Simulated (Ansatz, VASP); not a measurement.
**Ge: VASP beside Ansatz**

The input INCAR:

```
PREC = Accurate
ENCUT = 520
EDIFF = 1E-6
ISMEAR = -1
SIGMA = 0.05
LREAL = False
LASPH = True
NELM = 80
ALGO = Normal
ISIF = 2
LWAVE = False
LCHARG = False
GGA = PE
NBANDS = 36
```

File KPOINTS:

```
Automatic mesh
0
Gamma
  11 11 6
```

Contents of POSCAR:

```
Ge
1.0
    3.9435577898      0.0000000000      0.0000000000
   -1.9717788949      3.4152212273      0.0000000000
    0.0000000000      0.0000000000      6.5101862333
Ge
4
Direct
    0.6666666667      0.3333333333      0.0629012500
    0.3333333333      0.6666666667      0.5629012500
    0.6666666667      0.3333333333      0.4370987500
    0.3333333333      0.6666666667      0.9370987500
```

Input for Ansatz:

```yaml
crystal:
  lattice:
    - [3.9435577898, 0.0, 0.0]
    - [-1.9717788949, 3.4152212273, 0.0]
    - [0.0, 0.0, 6.5101862333]
  atoms:
    - { symbol: Ge, position: [0.6666666667, 0.3333333333, 0.06290125] }
    - { symbol: Ge, position: [0.3333333333, 0.6666666667, 0.56290125] }
    - { symbol: Ge, position: [0.6666666667, 0.3333333333, 0.43709875] }
    - { symbol: Ge, position: [0.3333333333, 0.6666666667, 0.93709875] }
kpoints:
  mp_grid: { grid: [11, 11, 6] }
  band_path:
    path:
      - [0.0, 0.0, 0.0]
      - [0.5, 0.0, 0.0]
      - [0.3333333333, 0.3333333333, 0.0]
      - [0.0, 0.0, 0.0]
      - [0.0, 0.0, 0.5]
      - [0.5, 0.0, 0.5]
      - [0.3333333333, 0.3333333333, 0.5]
      - [0.0, 0.0, 0.5]
      - [0.5, 0.0, 0.5]
    npoints: 5
scf:
  occupations: { method: fermi_dirac, width: 0.05 }
hamiltonian:
  xc: pbe
  pseudopotentials: { kind: all_electron, lapw: { basis_error: 0.001 } }
output:
  forces: true
  stress: true
  eigenvalues: true
```

Change from the starting cell: volume scaled by 0.96.

Alike in both runs: task single point; functional PBE; k mesh 11 × 11 × 6; occupations fermi-dirac, width 0.05 eV; no spin polarisation.

|  | VASP | Ansatz |
| --- | --- | --- |
| version | VASP 6.6.1 | Ansatz 0.2.0 |
| potentials or method | VASP PAW PBE potentials, release 64 (Ge_d), cutoff 520 eV | all-electron LAPW, scalar-relativistic |

VASP gave:

| Quantity | Value |
| --- | --- |
| pressure (GPa) | 6.1 |
| rms of the force components (eV/Å) | 0.012 |

Task: Which values does Ansatz return?

Result: Pressure (GPa): 6.1; rms of the force components (eV/Å): 0.013.

Atom by atom the forces differ by 0.000 eV/Å (rms over components). Ansatz ran all-electron here, and VASP with PAW potentials.
